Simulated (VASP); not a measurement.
A run of VASP 6.6.1 is set up as follows.

Contents of INCAR:

```
SYSTEM = HPt6
PREC = Accurate
ENCUT = 520
EDIFF = 1E-6
ISMEAR = 0
SIGMA = 0.1
LREAL = .FALSE.
LASPH = .TRUE.
NELM = 100
ALGO = Normal
ISIF = 2
LWAVE = .FALSE.
LCHARG = .FALSE.
LDIPOL = .TRUE.
IDIPOL = 3
DIPOL = 0.5 0.5 0.293
GGA = PE
NBANDS = 74
```

File KPOINTS:

```
Automatic mesh
0
G
  5 5 1
  0 0 0
```

POSCAR

```
HPt6
1.0
    5.6143281343      0.0000000000      0.0000000000
    0.0000000000      5.6143281343      0.0000000000
    0.0000000000      0.0000000000     21.8513792319
Pt H
12 2
Direct
    0.2500000000      0.2500000000      0.1830548066
    0.2500000000      0.7500000000      0.1830548066
    0.7500000000      0.2500000000      0.1830548066
    0.7500000000      0.7500000000      0.1830548066
    0.0000000000      0.0000000000      0.2712126041
    0.0000000000      0.5000000000      0.2712126041
    0.5000000000      0.0000000000      0.2712126041
    0.5000000000      0.5000000000      0.2712126041
    0.2500000000      0.2500000000      0.3593081768
    0.2500000000      0.7500000000      0.3593081768
    0.7500000000      0.2500000000      0.3593081768
    0.7500000000      0.7500000000      0.3593081768
   -0.2360033059      0.0000000000      0.4238349961
    0.2360033059      0.0000000000      0.4238349961
```

Potentials or basis: VASP PAW PBE potentials, release 64 (Pt, H).

Run with:

```bash
$ cat potpaw_PBE.64/Pt/POTCAR potpaw_PBE.64/H/POTCAR > POTCAR
$ mpirun -np 1 vasp_std > vasp.out
```

Task: Predict the band gap on the k mesh.

Result: Zero (band 61 reaches -0.83 eV, above the bottom of band 62 at -1.25 eV).

Task: Predict the largest force.

Result: 1.768 eV/Å.

Forces in eV/Å, atoms in the order of the input:
```
Pt  -0.002  0.052 -0.058
Pt  -0.002 -0.052 -0.058
Pt   0.002  0.052 -0.058
Pt   0.002 -0.052 -0.058
Pt   0.000  0.000 -0.409
Pt   0.000  0.000  0.024
Pt   0.000  0.000 -0.395
Pt   0.000  0.000  0.108
Pt  -0.040 -0.445  1.108
Pt  -0.040  0.445  1.108
Pt   0.040 -0.445  1.108
Pt   0.040  0.445  1.108
H   -0.146  0.000 -1.762
H    0.146  0.000 -1.762
```

Caveat: spin-orbit coupling is left out, which moves the levels of the heavy elements.
